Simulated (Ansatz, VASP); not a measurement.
## One calculation of NaCl, two programs

POSCAR

```
NaCl
1.0
    0.0000000000      2.8100000000      2.8100000000
    2.8100000000      0.0000000000      2.8100000000
    2.8100000000      2.8100000000      0.0000000000
Na Cl
1 1
Direct
    0.0000000000      0.0000000000      0.0000000000
    0.5000000000      0.5000000000      0.5000000000
```

The input INCAR.step1:

```
SYSTEM = NaCl
PREC = Accurate
ENCUT = 600
ISMEAR = 0
SIGMA = 0.02
LREAL = .False.
LASPH = .True.
NELM = 80
GGA = PE
ALGO = Normal
EDIFF = 1E-4
LWAVE = .True.
LCHARG = .False.
```

INCAR.step2

```
SYSTEM = NaCl
PREC = Accurate
ENCUT = 600
EDIFF = 1E-6
ISMEAR = 0
SIGMA = 0.02
LREAL = .False.
LASPH = .True.
NELM = 80
ALGO = Normal
ISIF = 3
LWAVE = .False.
LCHARG = .False.
METAGGA = R2SCAN
LMIXTAU = .True.
IBRION = 2
NSW = 100
EDIFFG = -0.005
ISTART = 1
```

KPOINTS

```
regular mesh
0
Gamma
  8 8 8
  0 0 0
```

Input for Ansatz:

```yaml
crystal:
  lattice:
    - [0.0, 2.81, 2.81]
    - [2.81, 0.0, 2.81]
    - [2.81, 2.81, 0.0]
  atoms:
    - { symbol: Na, position: [0.0, 0.0, 0.0] }
    - { symbol: Cl, position: [0.5, 0.5, 0.5] }
basis:
  ecutwfc: 500
kpoints:
  mp_grid: { grid: [8, 8, 8] }
hamiltonian:
  xc: r2scan
scf:
  occupations: { method: gaussian, width: 0.02 }
output:
  forces: true
  stress: true
  eigenvalues: true
relax:
  adjacent_minimum: "off"
  f_tol: 0.005
  max_steps: 80
  cell: { stress_tol: 0.05 }
```

Alike in both runs: task relaxation of cell and atoms; functional r2SCAN; k mesh 8 × 8 × 8; occupations gaussian, width 0.02 eV; no spin polarisation.

|  | VASP | Ansatz |
| --- | --- | --- |
| version | VASP 6.6.1 | Ansatz 0.2.0 |
| potentials or method | VASP PAW PBE potentials, release 64 (Na_pv, Cl), cutoff 600 eV | scalar-relativistic, plane waves, PAW |
| valence electrons in the cell | 14 | 16 |

Ansatz gave:

- gap on the k mesh at the Fermi level, each at its own relaxed structure (eV): 5.97
- relaxed volume (Å³/atom): 22.05
- relaxed cell length with the largest relative difference (Å): 3.965

Question: Estimate VASP's values.

Answer: gap on the k mesh at the Fermi level, each at its own relaxed structure (eV): 6.02; relaxed volume (Å³/atom): 21.88; relaxed cell length with the largest relative difference (Å): 3.956.

VASP's potentials were made for PBE, not for r2SCAN. VASP's potentials hold 14 valence electrons a cell and Ansatz's 16, so a difference there can come from the potentials and not from the codes.
